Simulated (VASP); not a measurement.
Runs of VASP 6.6.1 on Pt. The structure is that of space group Fm-3m (No. 225), or close to it. The cells are those of the table. 

```csv
task,cell,k mesh,cutoff (eV),gap on the mesh (eV),pressure (GPa),relaxed volume (Å³/atom)
single point,"a = 2.823 Å, angles 60.0°, 1 atom",18 × 18 × 18,520,none,(a),-
single point,"a = 2.773 Å, angles 60.0°, 1 atom",8 × 8 × 8,500,none,13.1,-
relaxation of cell and atoms,"relaxed from a = 2.821 Å, angles 60.0°, 1 atom",18 × 18 × 18,600,none,0.0,(b)
single point,"a = 2.821 Å, angles 60.0°, 1 atom",8 × 8 × 8,500,none,-0.6,-
relaxation of cell and atoms,"relaxed from a = 2.773 Å, angles 60.0°, 1 atom",8 × 8 × 8,500,none,-0.1,15.84
```

Alike in all rows: level RPBE; potentials or basis VASP PAW PBE potentials, release 64 (Pt); no spin polarisation; smearing gaussian 0.1 eV.

**Question.** Fill in the values left out.

**Answer.** (a) -0.5; (b) 15.88.

Caveats: the PAW data sets were made with another functional, which shifts forces and pressure a little; spin-orbit coupling is left out, which moves the levels of the heavy elements.

A k mesh can miss the band edges, and the runs leave out spin-orbit coupling on Pt.

A gap of «none» marks levels without a gap at the run's occupations.
